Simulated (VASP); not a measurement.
# Ag (P6_3/mmc) in VASP: a series of runs

Ag is run at these levels: PBE; tasks: electric field gradients.

Program: VASP 6.6.1. These are calculated values, not measurements. Logs are shortened: lines on timing, memory, paths and dates and some standing lists are left out, and cuts for length are marked.

### Step 1. The cell of the first run

It takes space group P6_3/mmc (No. 194, hexagonal). The conventional cell has a = 2.873 Å, b = 2.873 Å, c = 4.982 Å, α = 90.00°, β = 90.00°, γ = 120.00°. Within 3.8 Å of Ag (site symmetry -6m2) lie 12 Ag at 2.87 to 2.99 Å.

This isn't the form of Ag at room conditions, which is fcc.

### Step 2. Electric field gradients, PBE (z stretched by +4 % at fixed volume)

File INCAR:

```
ALGO = Normal ; EDIFF = 1E-8
ENCUT = 520 ; GGA = PE
ISIF = 2 ; ISMEAR = -1
LASPH = T ; LCHARG = F
LEFG = T ; LREAL = F
LWAVE = F ; NBANDS = 18
NELM = 100 ; PREC = Accurate
SIGMA = 0.05
```

File KPOINTS:

```
k-points
0
Gamma
  14 14 8
```

File POSCAR:

```
Ag
1.0
    2.8730994975      0.0000000000      0.0000000000
   -1.4365497487      2.4881771524      0.0000000000
    0.0000000000      0.0000000000      4.9816000000
Ag
2
Direct
    0.3333333333      0.6666666667      0.2500000000
    0.6666666667      0.3333333333      0.7500000000
```

Potentials or basis: VASP PAW PBE potentials, release 64 (Ag).

Run with:

```console
cat potpaw_PBE.64/Ag/POTCAR > POTCAR
mpirun -np 1 vasp_std > vasp.out
```

OUTCAR:

```text
EDIFF = 1E-8
   ENCUT = 520
   GGA = PE
   ISIF = 2
   ISMEAR = -1
   LASPH = T
   LREAL = F
   NELM = 100
   PREC = Accurate

 ion  position               nearest neighbor table
   1  0.333  0.667  0.250-   2 2.99   2 2.99   2 2.99   2 2.99   2 2.99   2 2.99
   2  0.667  0.333  0.750-   1 2.99   1 2.99   1 2.99   1 2.99   1 2.99   1 2.99

  LATTYP: Found a hexagonal cell.
 ALAT       =     2.8730994975
 C/A-ratio  =     1.7338766041

  Lattice vectors:

 A1 = (   2.8730994975,   0.0000000000,   0.0000000000)
 A2 = (  -1.4365497487,   2.4881771524,   0.0000000000)
 A3 = (   0.0000000000,   0.0000000000,   4.9816000000)

Analysis of symmetry for initial positions (statically):
=====================================================================
 Subroutine PRICEL returns:
 Original cell was already a primitive cell.

 Routine SETGRP: Setting up the symmetry group for a
 hexagonal supercell.

 Subroutine GETGRP returns: Found 24 space group operations
 (whereof 12 operations were pure point group operations)
 out of a pool of 24 trial point group operations.

The static configuration has the point symmetry D_3d.
 The point group associated with its full space group is D_6h.

Analysis of symmetry for dynamics (positions and initial velocities):
=====================================================================
 Subroutine PRICEL returns:
 Original cell was already a primitive cell.

 Routine SETGRP: Setting up the symmetry group for a
 hexagonal supercell.

 Subroutine GETGRP returns: Found 24 space group operations
 (whereof 12 operations were pure point group operations)
 out of a pool of 24 trial point group operations.

The dynamic configuration has the point symmetry D_3d.
 The point group associated with its full space group is D_6h.

 Subroutine INISYM returns: Found 24 space group operations
 (whereof 12 operations are pure point group operations),
 and found     1 'primitive' translations

----------------------------------------------------------------------------------------

                                     Primitive cell

  volume of cell :      35.6124

  direct lattice vectors                    reciprocal lattice vectors
     2.873099498  0.000000000  0.000000000     0.348056168  0.200950322  0.000000000
    -1.436549749  2.488177152  0.000000000     0.000000000  0.401900644  0.000000000
     0.000000000  0.000000000  4.981600000     0.000000000  0.000000000  0.200738718

  length of vectors
     2.873099498  2.873099497  4.981600000     0.401900644  0.401900644  0.200738718

  position of ions in fractional coordinates (direct lattice)
     0.333333333  0.666666667  0.250000000
     0.666666667  0.333333333  0.750000000

  ion indices of the primitive-cell ions
   primitive index   ion index
                 1           1
                 2           2

----------------------------------------------------------------------------------------

 KPOINTS: k-points

Automatic generation of k-mesh.
 Grid dimensions read from file:
 generate k-points for:   14   14    8

 Generating k-lattice:

  Cartesian coordinates                     Fractional coordinates (reciprocal lattice)
     0.024861155  0.014353594  0.000000000     0.071428571  0.000000000  0.000000000
     0.000000000  0.028707189  0.000000000     0.000000000  0.071428571  0.000000000
     0.000000000  0.000000000  0.025092340     0.000000000  0.000000000  0.125000000

  Length of vectors
     0.028707189  0.028707189  0.025092340

  Shift w.r.t. Gamma in fractional coordinates (k-lattice)
     0.000000000  0.000000000  0.000000000

 Subroutine IBZKPT returns following result:
 ===========================================

 Found    120 irreducible k-points:

 Following reciprocal coordinates:
            Coordinates               Weight
  0.000000  0.000000  0.000000      1.000000
  0.071429  0.000000  0.000000      6.000000
  0.142857  0.000000  0.000000      6.000000
  0.214286  0.000000  0.000000      6.000000
  0.285714  0.000000  0.000000      6.000000
  0.357143  0.000000  0.000000      6.000000
[... 16 lines left out ...]
  0.285714  0.285714  0.000000      6.000000
  0.357143  0.285714  0.000000      6.000000
 [... further k-points ...]
   k-points           NKPTS =    120   k-points in BZ     NKDIM =    120   number of bands    NBANDS=     18
   number of dos      NEDOS =    301   number of ions     NIONS =      2
   total plane-waves  NPLWV =  23040
   dimension x,y,z NGX =    24 NGY =   24 NGZ =   40
   dimension x,y,z NGXF=    48 NGYF=   48 NGZF=   80
   ions per type =               2
   NGX,Y,Z   is equivalent  to a cutoff of  13.89, 13.89, 13.35 a.u.
   NGXF,Y,Z  is equivalent  to a cutoff of  27.77, 27.77, 26.70 a.u.
 SYSTEM =  unknown system
   PREC   = accura    normal or accurate (medium, high low for compatibility)
   ISTART =      0    job   : 0-new  1-cont  2-samecut
   ICHARG =      2    charge: 1-file 2-atom 10-const
   ISPIN  =      1    spin polarized calculation?
   LNONCOLLINEAR =      F non collinear calculations
   LSORBIT =      F    spin-orbit coupling
   LASPH  =      T    aspherical Exc in radial PAW
   ENCUT  =  520.0 eV  38.22 Ry    6.18 a.u.   5.34  5.34  9.26*2*pi/ulx,y,z
   NELM   =    100;   NELMIN=  2; NELMDL= -5     # of ELM steps
   EDIFF  = 0.1E-07   stopping-criterion for ELM
   LREAL  =      F    real-space projection
   EDIFFG = 0.1E-06   stopping-criterion for IOM
   NSW    =      0    number of steps for IOM
   IBRION =     -1    ionic relax: 0-MD 1-quasi-New 2-CG
   NFREE  =      0    steps in history (QN), initial steepest desc. (CG)
   ISIF   =      2    stress and relaxation
   ISYM   =      2    0-nonsym 1-usesym 2-fastsym
   POTIM  = 0.5000    time-step for ionic-motion
   TEBEG  =    0.0;   TEEND  =   0.0 temperature during run
   PSTRESS=    0.0 pullay stress
   NELECT =      22.0000    total number of electrons
   NUPDOWN=      -1.0000    fix difference up-down
   EMIN   =  10.00;   EMAX   =-10.00  energy-range for DOS
   EFERMI =   0.00;   METHOD = LEGACY
   ISMEAR =    -1;   SIGMA  =   0.05  broadening in eV -4-tet -1-fermi 0-gaus
   EFERMI_NEDOS =   21; number of points for ismear=-14 and -15
   IALGO  =     38    algorithm
   IMIX   =      4    mixing-type and parameters
     AMIX     =   0.40;   BMIX     =  1.00
     AMIX_MAG =   1.60;   BMIX_MAG =  1.00
  volume/ion in A,a.u.               =      17.81       120.16
  Fermi-wavevector in a.u.,A,eV,Ry     =   1.394276  2.634800 26.449806  1.944006
  Thomas-Fermi vector in A             =   2.517841
   LORBIT       =      0    0 simple, 1 ext, 2 COOP (PROOUT), +10 PAW based schemes
   GGA     = PE    functional components
   LHFCALC =     F    Hartree Fock is set to
   AEXX    =    0.0000 exact exchange contribution
   IVDW    =     0    specifies the selected vdW correction
   LEPSILON=     F    determine dielectric tensor
   LRPA    =     F    only Hartree local field effects (RPA)
 non-spin polarized calculation
  energy-cutoff  :      520.00
  volume of cell :       35.61
 maximum number of plane-waves:       991
 NGX is ok and might be reduce to    24
   NGX = 11   NGY = 11   NGZ = 19

 number of electron      22.0000001 magnetization

 Free energy of the ion-electron system (eV)
  ---------------------------------------------------
  ext. energy  EPLUGINS =         0.00000000
  ---------------------------------------------------
  free energy    TOTEN  =        -5.40466567 eV

  energy without entropy =       -5.39866103  energy(sigma->0) =       -5.40166335

 E-fermi :   7.8327     XC(G=0): -11.9483

 val. band max:        7.8326628682   @ k =   0.3571   0.1429   0.2500
 cond. band min:       7.8534433194   @ k =   0.4286   0.0714   0.0000
 fundamental gap:      0.0207804512
 Fermi energy:         7.8327415925

 k-point     1 :       0.0000    0.0000    0.0000
  band No.  band energies     occupation
      1       0.3860      2.00000
      2       1.6402      2.00000
      3       2.9566      2.00000
      4       3.2536      2.00000
      5       3.2536      2.00000
      6       3.4270      2.00000
[... 10 lines left out ...]
     17      26.5944      0.00000
     18      26.5944      0.00000
[... 463 lines left out ...]
 k-point    24 :       0.3571    0.2857    0.0000
  band No.  band energies     occupation
      1       2.2544      2.00000
      2       2.6373      2.00000
      3       2.7361      2.00000
      4       3.1259      2.00000
      5       3.1775      2.00000
      6       3.2543      2.00000
[... 10 lines left out ...]
     17      17.9847      0.00000
     18      18.9297      0.00000

 [... further k-points ...]

------------------------ aborting loop because EDIFF is reached ----------------------------------------

  FORCE on cell =-STRESS in cart. coord.  units (eV):
  Direction    XX          YY          ZZ          XY          YZ          ZX
  --------------------------------------------------------------------------------------
  -------------------------------------------------------------------------------------
  Total        0.5374463      0.5374463     -0.5536870      0.0000000      0.0000000     -0.0000000
  in kB       24.1793630     24.1793630    -24.9100193      0.0000000      0.0000000     -0.0000000
  external PRESSURE =       7.8162355 kB  Pullay stress =       0.0000000 kB

 VOLUME and BASIS-vectors are now :
 -----------------------------------------------------------------------------
  energy-cutoff  :      520.00
  volume of cell :       35.61
      direct lattice vectors                 reciprocal lattice vectors
     2.873099498  0.000000000  0.000000000     0.348056168  0.200950322  0.000000000
    -1.436549749  2.488177152  0.000000000     0.000000000  0.401900644  0.000000000
     0.000000000  0.000000000  4.981600000     0.000000000  0.000000000  0.200738718

 POSITION                                       TOTAL-FORCE (eV/Angst)
 -----------------------------------------------------------------------------------
     -0.00000      1.65878      1.24540         0.000000     -0.000000      0.000000
      1.43655      0.82939      3.73620        -0.000000      0.000000      0.000000
 -----------------------------------------------------------------------------------
    total drift:                                0.000000     -0.000000      0.000000

  FREE ENERGIE OF THE ION-ELECTRON SYSTEM (eV)
  ---------------------------------------------------
  free  energy   TOTEN  =        -5.4046656692 eV

  energy  without entropy=       -5.3986610311  energy(sigma->0) =       -5.40166335

 Electric field gradients (V/A^2)
---------------------------------------------------------------------
 ion       V_xx      V_yy      V_zz      V_xy      V_xz      V_yz
---------------------------------------------------------------------
   1      -4.094    -4.094     8.188    -0.000     0.000    -0.000
   2      -4.094    -4.094     8.188    -0.000    -0.000     0.000
---------------------------------------------------------------------

 Electric field gradients after diagonalization (V/A^2)
 (convention: |V_zz| > |V_xx| > |V_yy|)
----------------------------------------------------------------------
 ion       V_xx      V_yy      V_zz     asymmetry (V_yy - V_xx)/ V_zz
----------------------------------------------------------------------
   1      -4.094    -4.094     8.188       0.000
   2      -4.094    -4.094     8.188       0.000
----------------------------------------------------------------------

           NMR quadrupolar parameters

 Cq : quadrupolar parameter    Cq=e*Q*V_zz/h
 eta: asymmetry parameters     (V_yy - V_xx)/ V_zz
 Q  : nuclear electric quadrupole moment in mb (millibarn)
----------------------------------------------------------------------
 ion       Cq(MHz)       eta       Q (mb)
----------------------------------------------------------------------
   1       0.020       0.000       1.000
   2       0.020       0.000       1.000
----------------------------------------------------------------------
```

Run time: 22 s. Hardware: 1 thread of Intel Xeon 6975P-C (Granite Rapids), shared host; peak memory 0.2 GiB.

Results:

* Free energy: -5.4047 eV
* Pressure: 0.8 GPa
* Band gap on the k mesh: zero (bands 11 and 12 overlap by 7.19 eV)
* Largest electric field gradient by atom: Ag +8.2 V/Å²

Electric field gradients, principal values (V/Å²):
```
atom   least  middle  greatest (by size)
1 Ag  -4.094  -4.094               8.188
2 Ag  -4.094  -4.094               8.188
```

Caveat: without QUAD_EFG the Cq values of the log hold for a quadrupole moment of 1 mb, not for the nuclei.

### Step 3. Electric field gradients, PBE, collinear spin

File INCAR:

```
PREC     = Accurate       # precision mode
ENCUT    = 520            # plane-wave cutoff, eV
EDIFF    = 1E-8           # SCF threshold, eV
ISMEAR   = -1             # smearing method
SIGMA    = 0.05           # smearing width, eV
LREAL    = F              # projectors in reciprocal space
LASPH    = T              # aspherical terms in the spheres
NELM     = 150            # most SCF steps
ALGO     = Normal         # electronic algorithm
ISIF     = 2              # what is computed and relaxed
LWAVE    = F              # write WAVECAR
LCHARG   = F              # write CHGCAR
ISPIN    = 2              # spin polarisation
MAGMOM   = 2 2            # initial moments
LORBIT   = 11             # projections on sites
LMAXMIX  = 4              # l up to which the mixer works
GGA      = PE             # functional
LEFG     = T            
NBANDS   = 22             # bands
```

File KPOINTS:

```
regular mesh
0
Gamma
  14 14 8
```

POSCAR is that of step 2.

Potentials or basis: VASP PAW PBE potentials, release 64 (Ag).

Run with:

```console
cat potpaw_PBE.64/Ag/POTCAR > POTCAR
mpirun -np 1 vasp_std > vasp.out
```

OUTCAR:

```text
PREC = Accurate
   ENCUT = 520
   EDIFF = 1E-8
   ISMEAR = -1
   LREAL = F
   LASPH = T
   NELM = 150
   ISIF = 2
   ISPIN = 2
   LORBIT = 11
   GGA = PE

 ion  position               nearest neighbor table
   1  0.333  0.667  0.250-   2 2.99   2 2.99   2 2.99   2 2.99   2 2.99   2 2.99
   2  0.667  0.333  0.750-   1 2.99   1 2.99   1 2.99   1 2.99   1 2.99   1 2.99

  LATTYP: Found a hexagonal cell.
 ALAT       =     2.8730994975
 C/A-ratio  =     1.7338766041

  Lattice vectors:

 A1 = (   2.8730994975,   0.0000000000,   0.0000000000)
 A2 = (  -1.4365497487,   2.4881771524,   0.0000000000)
 A3 = (   0.0000000000,   0.0000000000,   4.9816000000)

Analysis of symmetry for initial positions (statically):
=====================================================================
 Subroutine PRICEL returns:
 Original cell was already a primitive cell.

 Routine SETGRP: Setting up the symmetry group for a
 hexagonal supercell.
[... 1424 lines left out ...]
 -----------------------------------------------------------------------------------
    total drift:                                0.000000     -0.000000      0.000000

  FREE ENERGIE OF THE ION-ELECTRON SYSTEM (eV)
  ---------------------------------------------------
  free  energy   TOTEN  =        -5.4046656672 eV

  energy  without entropy=       -5.3986610286  energy(sigma->0) =       -5.40166335

 Electric field gradients (V/A^2)
---------------------------------------------------------------------
 ion       V_xx      V_yy      V_zz      V_xy      V_xz      V_yz
---------------------------------------------------------------------
   1      -4.094    -4.094     8.188    -0.000     0.000    -0.000
   2      -4.094    -4.094     8.188    -0.000    -0.000     0.000
---------------------------------------------------------------------

 Electric field gradients after diagonalization (V/A^2)
 (convention: |V_zz| > |V_xx| > |V_yy|)
----------------------------------------------------------------------
 ion       V_xx      V_yy      V_zz     asymmetry (V_yy - V_xx)/ V_zz
----------------------------------------------------------------------
   1      -4.094    -4.094     8.188       0.000
   2      -4.094    -4.094     8.188       0.000
----------------------------------------------------------------------

           NMR quadrupolar parameters

 Cq : quadrupolar parameter    Cq=e*Q*V_zz/h
 eta: asymmetry parameters     (V_yy - V_xx)/ V_zz
 Q  : nuclear electric quadrupole moment in mb (millibarn)
----------------------------------------------------------------------
 ion       Cq(MHz)       eta       Q (mb)
----------------------------------------------------------------------
   1       0.020       0.000       1.000
   2       0.020       0.000       1.000
----------------------------------------------------------------------

 total charge

# of ion       s       p       d       tot
------------------------------------------
    1        0.412   0.271   9.160   9.843
    2        0.412   0.271   9.160   9.843
--------------------------------------------------
tot          0.824   0.542  18.321  19.687

 magnetization (x)

# of ion       s       p       d       tot
------------------------------------------
    1        0.000   0.000  -0.000   0.000
    2        0.000   0.000  -0.000   0.000
--------------------------------------------------
tot          0.000   0.000  -0.000   0.000
```

stdout:

```text
POSCAR found type information on POSCAR Ag
 POSCAR found :  1 types and       2 ions
 scaLAPACK will be used
 LDA part: xc-table for (Slater+PW92), standard interpolation
 POSCAR, INCAR and KPOINTS ok, starting setup
 FFT: planning ... GRIDC
 FFT: planning ... GRID_SOFT
 FFT: planning ... GRID
 WAVECAR not read
 entering main loop
ion   1

ion   2
```

It took 70 s on 1 thread of Intel Xeon 6975P-C (Granite Rapids), shared host; peak memory 0.26 GiB.

What came out:

| Item | Value |
| --- | --- |
| Free energy | -5.4047 eV |
| Pressure | 0.8 GPa |
| Band gap on the k mesh | zero (filled and empty bands overlap) |
| Net moment | 0.00 μB per cell |
| Largest electric field gradient by atom | Ag +8.2 V/Å² |
| Valence electrons inside the program's atomic spheres | Ag 9.84 |

Levels at points of the mesh, in eV from the Fermi level:
Spin up:
```csv
k point,band 9,band 10,band 11,band 12,band 13,band 14
"(0.00, 0.00, 0.00)",-3.83,-3.08,-3.08,-0.67,2.61,16.00
"(0.50, 0.00, 0.00)",-2.81,-2.73,0.30,1.71,6.39,6.75
"(0.00, 0.00, 0.50)",-3.35,-3.35,-3.35,-3.35,9.60,9.60
"(0.50, 0.00, 0.50)",-2.76,-2.76,0.90,0.90,4.52,4.52
```
Spin down:
```tsv
k point	band 8	band 9	band 10	band 11	band 12	band 13	band 14	band 15
(0.00, 0.00, 0.00)	-3.83	-3.83	-3.08	-3.08	-0.67	2.61	16.00	16.17
(0.50, 0.00, 0.00)	-3.00	-2.81	-2.73	0.30	1.71	6.39	6.75	8.71
(0.00, 0.00, 0.50)	-4.48	-3.35	-3.35	-3.35	-3.35	9.60	9.60	16.34
(0.50, 0.00, 0.50)	-3.13	-2.76	-2.76	0.90	0.90	4.52	4.52	13.07
```

Electric field gradients, principal values (V/Å²):
```csv
atom,least,middle,greatest (by size)
1 Ag,-4.094,-4.094,8.188
2 Ag,-4.094,-4.094,8.188
```

Caveat: without QUAD_EFG the Cq values of the log hold for a quadrupole moment of 1 mb, not for the nuclei.

The gap in the log of VASP goes by the Fermi energy; the results here count the filled bands.